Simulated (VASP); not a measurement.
# Zr (P6_3/mmc) in VASP: a series of runs

Zr is run at these levels: PBE; tasks: single point.

All numbers are computed with VASP 6.6.1; they aren't measurements. Logs are shortened: lines on timing, memory, paths and dates and some standing lists are left out, and cuts for length are marked.

## (1) The cell of the first run

It takes space group P6_3/mmc (No. 194, hexagonal). Conventional cell: a = 3.231 Å, b = 3.231 Å, c = 5.176 Å, α = 90.00°, β = 90.00°, γ = 120.00°. Zr (site symmetry -6m2) has 12 Zr at 3.19 to 3.23 Å within 4.2 Å.

## (2) Single point, PBE

Input file INCAR:

```
SYSTEM = Zr
PREC = Accurate
ENCUT = 520
EDIFF = 1E-6
ISMEAR = -1
SIGMA = 0.05
LREAL = .False.
LASPH = .True.
NELM = 80
ALGO = Normal
ISIF = 2
LWAVE = .False.
LCHARG = .True.
GGA = PE
LELF = .True.
LVHAR = .True.
NBANDS = 19
```

Input file KPOINTS:

```
Automatic mesh
0
Gamma
  12 12 7
  0 0 0
```

Input file POSCAR:

```
Zr
1.0
    3.2309689837      0.0000000000      0.0000000000
   -1.6154844918      2.7981012187      0.0000000000
    0.0000000000      0.0000000000      5.1764389705
Zr
2
Direct
    0.3333333333      0.6666666667      0.2500000000
    0.6666666667      0.3333333333      0.7500000000
```

Potentials or basis: VASP PAW PBE potentials, release 64 (Zr_sv).

Command:

```
> cat potpaw_PBE.64/Zr_sv/POTCAR > POTCAR
> mpirun -np 1 vasp_std > vasp.out
```

OUTCAR:

```text
SYSTEM = Zr
   PREC = Accurate
   ENCUT = 520
   EDIFF = 1E-6
   ISMEAR = -1
   LREAL = .False.
   LASPH = .True.
   NELM = 80
   ISIF = 2
   GGA = PE

 ion  position               nearest neighbor table
   1  0.333  0.667  0.250-   2 3.19   2 3.19   2 3.19   2 3.19   2 3.19   2 3.19
   2  0.667  0.333  0.750-   1 3.19   1 3.19   1 3.19   1 3.19   1 3.19   1 3.19

  LATTYP: Found a hexagonal cell.
 ALAT       =     3.2309689837
 C/A-ratio  =     1.6021320528

  Lattice vectors:

 A1 = (   3.2309689837,   0.0000000000,   0.0000000000)
 A2 = (  -1.6154844918,   2.7981012187,   0.0000000000)
 A3 = (   0.0000000000,   0.0000000000,   5.1764389705)

Analysis of symmetry for initial positions (statically):
=====================================================================
 Subroutine PRICEL returns:
 Original cell was already a primitive cell.

 Routine SETGRP: Setting up the symmetry group for a
 hexagonal supercell.

 Subroutine GETGRP returns: Found 24 space group operations
 (whereof 12 operations were pure point group operations)
 out of a pool of 24 trial point group operations.

The static configuration has the point symmetry D_3d.
 The point group associated with its full space group is D_6h.

Analysis of symmetry for dynamics (positions and initial velocities):
=====================================================================
 Subroutine PRICEL returns:
 Original cell was already a primitive cell.

 Routine SETGRP: Setting up the symmetry group for a
 hexagonal supercell.

 Subroutine GETGRP returns: Found 24 space group operations
 (whereof 12 operations were pure point group operations)
 out of a pool of 24 trial point group operations.

The dynamic configuration has the point symmetry D_3d.
 The point group associated with its full space group is D_6h.

 Subroutine INISYM returns: Found 24 space group operations
 (whereof 12 operations are pure point group operations),
 and found     1 'primitive' translations

----------------------------------------------------------------------------------------

                                     Primitive cell

  volume of cell :      46.7980

  direct lattice vectors                    reciprocal lattice vectors
     3.230968984  0.000000000  0.000000000     0.309504673  0.178692606  0.000000000
    -1.615484492  2.798101219  0.000000000     0.000000000  0.357385213  0.000000000
[... 74 lines left out ...]
   NGXF,Y,Z  is equivalent  to a cutoff of  24.70, 24.70, 25.69 a.u.
 SYSTEM =  Zr
   PREC   = accura    normal or accurate (medium, high low for compatibility)
   ISTART =      0    job   : 0-new  1-cont  2-samecut
   ICHARG =      2    charge: 1-file 2-atom 10-const
   ISPIN  =      1    spin polarized calculation?
   LNONCOLLINEAR =      F non collinear calculations
   LSORBIT =      F    spin-orbit coupling
   LASPH  =      T    aspherical Exc in radial PAW
   ENCUT  =  520.0 eV  38.22 Ry    6.18 a.u.   6.01  6.01  9.62*2*pi/ulx,y,z
   NELM   =     80;   NELMIN=  2; NELMDL= -5     # of ELM steps
   EDIFF  = 0.1E-05   stopping-criterion for ELM
   LREAL  =      F    real-space projection
   EDIFFG = 0.1E-04   stopping-criterion for IOM
   NSW    =      0    number of steps for IOM
   IBRION =     -1    ionic relax: 0-MD 1-quasi-New 2-CG
   NFREE  =      0    steps in history (QN), initial steepest desc. (CG)
   ISIF   =      2    stress and relaxation
   ISYM   =      2    0-nonsym 1-usesym 2-fastsym
   POTIM  = 0.5000    time-step for ionic-motion
   TEBEG  =    0.0;   TEEND  =   0.0 temperature during run
   PSTRESS=    0.0 pullay stress
   NELECT =      24.0000    total number of electrons
   NUPDOWN=      -1.0000    fix difference up-down
   EMIN   =  10.00;   EMAX   =-10.00  energy-range for DOS
   EFERMI =   0.00;   METHOD = LEGACY
   ISMEAR =    -1;   SIGMA  =   0.05  broadening in eV -4-tet -1-fermi 0-gaus
   EFERMI_NEDOS =   21; number of points for ismear=-14 and -15
   IALGO  =     38    algorithm
   IMIX   =      4    mixing-type and parameters
     AMIX     =   0.40;   BMIX     =  1.00
     AMIX_MAG =   1.60;   BMIX_MAG =  1.00
  volume/ion in A,a.u.               =      23.40       157.90
  Fermi-wavevector in a.u.,A,eV,Ry     =   1.310397  2.476291 23.363103  1.717140
  Thomas-Fermi vector in A             =   2.440930
   LORBIT       =      0    0 simple, 1 ext, 2 COOP (PROOUT), +10 PAW based schemes
   GGA     = PE    functional components
   LHFCALC =     F    Hartree Fock is set to
   AEXX    =    0.0000 exact exchange contribution
   IVDW    =     0    specifies the selected vdW correction
   LEPSILON=     F    determine dielectric tensor
   LRPA    =     F    only Hartree local field effects (RPA)
 non-spin polarized calculation
  energy-cutoff  :      520.00
  volume of cell :       46.80
 maximum number of plane-waves:      1290
   NGX = 13   NGY = 13   NGZ = 19

 number of electron      24.0000001 magnetization

 Free energy of the ion-electron system (eV)
  ---------------------------------------------------
  ext. energy  EPLUGINS =         0.00000000
  ---------------------------------------------------
  free energy    TOTEN  =       -17.04673560 eV

  energy without entropy =      -17.02776560  energy(sigma->0) =      -17.03725060

 E-fermi :   8.9408     XC(G=0): -11.0593

 val. band max:        8.9301758607   @ k =   0.4167   0.1667   0.4286
 cond. band min:       8.9517278857   @ k =   0.1667  -0.0000   0.2857
 fundamental gap:      0.0215520250
 Fermi energy:         8.9408018756

 k-point     1 :       0.0000    0.0000    0.0000
  band No.  band energies     occupation
      1     -39.9096      2.00000
      2     -39.7618      2.00000
      3     -18.4165      2.00000
      4     -17.5619      2.00000
      5     -17.5619      2.00000
      6     -17.4380      2.00000
[... 505 lines left out ...]
      6     -17.7094      2.00000
[... 11 lines left out ...]
     18      12.6875      0.00000
     19      13.9704      0.00000

 [... further k-points ...]
[... 5 lines left out ...]
  --------------------------------------------------------------------------------------
  -------------------------------------------------------------------------------------
  Total        0.0056171      0.0056171      0.0151330      0.0000000      0.0000000      0.0000000
  in kB        0.1923088      0.1923088      0.5180948      0.0000000      0.0000000      0.0000000
  external PRESSURE =       0.3009042 kB  Pullay stress =       0.0000000 kB

 VOLUME and BASIS-vectors are now :
 -----------------------------------------------------------------------------
  energy-cutoff  :      520.00
  volume of cell :       46.80
      direct lattice vectors                 reciprocal lattice vectors
     3.230968984  0.000000000  0.000000000     0.309504673  0.178692606  0.000000000
    -1.615484492  2.798101219  0.000000000     0.000000000  0.357385213  0.000000000
     0.000000000  0.000000000  5.176438970     0.000000000  0.000000000  0.193182998

 POSITION                                       TOTAL-FORCE (eV/Angst)
 -----------------------------------------------------------------------------------
     -0.00000      1.86540      1.29411         0.000000     -0.000000      0.000000
      1.61548      0.93270      3.88233        -0.000000      0.000000      0.000000
 -----------------------------------------------------------------------------------
    total drift:                               -0.000000      0.000000     -0.000000

  FREE ENERGIE OF THE ION-ELECTRON SYSTEM (eV)
  ---------------------------------------------------
  free  energy   TOTEN  =       -17.0467356015 eV

  energy  without entropy=      -17.0277656018  energy(sigma->0) =      -17.03725060
```

It took 65 s on 1 thread of Intel Xeon Platinum 8488C (Sapphire Rapids), shared host; peak memory 0.19 GiB.

Results:

```
Free energy            : -17.0467 eV
Pressure               : 0.0 GPa
Band gap on the k mesh : zero (band 12 reaches 9.81 eV, above the bottom of band 13 at 8.70 eV)
```

## (3) Single point, PBE

Input file INCAR:

```
PREC = Accurate
ENCUT = 520
EDIFF = 1E-6
ISMEAR = -1
SIGMA = 0.05
LREAL = F
LASPH = T
NELM = 80
ALGO = Normal
ISIF = 2
LWAVE = F
LCHARG = T
GGA = PE
LELF = T
LVHAR = T
NBANDS = 19
```

Input file KPOINTS:

```
regular mesh
0
Gamma
  12 12 7
```

Input file POSCAR:

```
Zr
1.0
    3.2313105020      0.0000000000      0.0000000000
   -1.6156552510      2.7983969822      0.0000000000
    0.0000000000      0.0000000000      5.1766010165
Zr
2
Direct
    0.3333333333      0.6666666667      0.2500000000
    0.6666666667      0.3333333333      0.7500000000
```

Potentials or basis: VASP PAW PBE potentials, release 64 (Zr_sv).

Command:

```
> cat potpaw_PBE.64/Zr_sv/POTCAR > POTCAR
> mpirun -np 1 vasp_std > vasp.out
```

Run time: 59 s. Hardware: 1 thread of Intel Xeon Platinum 8488C (Sapphire Rapids), shared host; peak memory 0.19 GiB.

It converged, with:

```yaml
Free_energy: -17.0467 eV
Pressure: 0.0 GPa
Band_gap_on_the_k_mesh: zero (band 12 reaches 9.81 eV, above the bottom of band 13 at 8.70 eV)
```

Levels at points of the mesh, in eV from the Fermi level:
```csv
k point,band 8,band 9,band 10,band 11,band 12,band 13,band 14,band 15,band 16,band 17
"(0.00, 0.00, 0.00)",-26.37,-5.65,-3.02,0.87,0.87,0.96,1.10,1.54,1.54,2.16
"(0.50, 0.00, 0.00)",-26.48,-2.55,-2.50,-2.13,-0.21,0.57,0.74,1.42,4.89,5.24
```
